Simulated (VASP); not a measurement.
Wanted: the native input for a VASP 6.6.1 run.

```yaml
Task: single point
Functional: PBE
Potentials_or_basis: VASP PAW PBE potentials, release 64 (Cd, Se)
Cutoff: 520 eV
k_mesh: 8 × 8 × 8
Occupations: fermi-dirac, width 0.02 eV
Spin: no spin polarisation
Dipole_correction: no
Further_INCAR_settings: ALGO = Normal; EDIFF = 1e-07; NBANDS = 16
```

The structure of CdSe lies in POSCAR:

```
CdSe
1.0
    0.0000000000      2.8429457880      2.8429457880
    2.8429457880      0.0000000000      2.8429457880
    2.8429457880      2.8429457880      0.0000000000
Cd Se
1 1
Direct
    0.0000000000      0.0000000000      0.0000000000
    0.5000000000      0.5000000000      0.5000000000
```

The input as run:

INCAR

```
PREC = Accurate ; ENCUT = 520
EDIFF = 1E-7 ; ISMEAR = -1
SIGMA = 0.02 ; LREAL = F
LASPH = T ; NELM = 60
ALGO = Normal ; ISIF = 2
LWAVE = F ; LCHARG = F
GGA = PE ; NBANDS = 16
```

KPOINTS

```
regular mesh
0
Gamma
  8 8 8
```

Potentials or basis: VASP PAW PBE potentials, release 64 (Cd, Se).

Command:

```console
$ cat potpaw_PBE.64/Cd/POTCAR potpaw_PBE.64/Se/POTCAR > POTCAR
$ mpirun -np 1 vasp_std > vasp.out
```

It gave:

```json
{"Pressure": "2.1 GPa", "Band gap on the k mesh": "zero (bands 9 and 10 overlap by 0.45 eV)"}
```

Caveat: semilocal functionals underestimate gaps, so a narrow gap can read as zero.

Wall time 35 s on 1 thread of AMD EPYC 7R13, with other jobs on the host, peak memory 0.15 GiB.
